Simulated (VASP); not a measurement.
Runs of VASP 6.6.1 on GaC2. The structure is that of space group Pn-3m (No. 224), or close to it. The cells are those of the table. 

```csv
task,spin,cell,k mesh,gap on the mesh (eV),pressure (GPa),relaxed volume (Å³/atom)
single point,off,"a = 4.197 Å, 6 atoms",4 × 4 × 4,none,27.1,-
single point,off,"a = 4.477 Å, 6 atoms",4 × 4 × 4,none,(b),-
relaxation of cell and atoms,off,"relaxed from a = 4.477 Å, 6 atoms",8 × 8 × 8,none,0.0,14.89
single point,collinear,"a = 4.197 Å, 6 atoms",4 × 4 × 4,none,(a),-
single point,off,"a = 4.475 Å, 6 atoms",6 × 6 × 6,none,-0.3,-
single point,off,"a = 4.475 Å, 6 atoms",8 × 8 × 8,none,-0.3,-
relaxation of cell and atoms,off,"relaxed from a = 4.197 Å, 6 atoms",4 × 4 × 4,none,0.4,14.92
```

Alike in all rows: level PBE; potentials or basis VASP PAW PBE potentials, release 64 (Ga_d, C); cutoff (eV) 600; smearing gaussian 0.1 eV.

Problem. Estimate the missing entries.

Solution. (a) 27.2; (b) -0.2.

Caveats: some runs use coarse meshes; the volume moved by over 15 % at a fixed basis, so the end points are rough (at least some runs).

A k mesh can miss the band edges, and the runs leave out spin-orbit coupling on Ga.

A gap of «none» marks levels without a gap at the run's occupations.
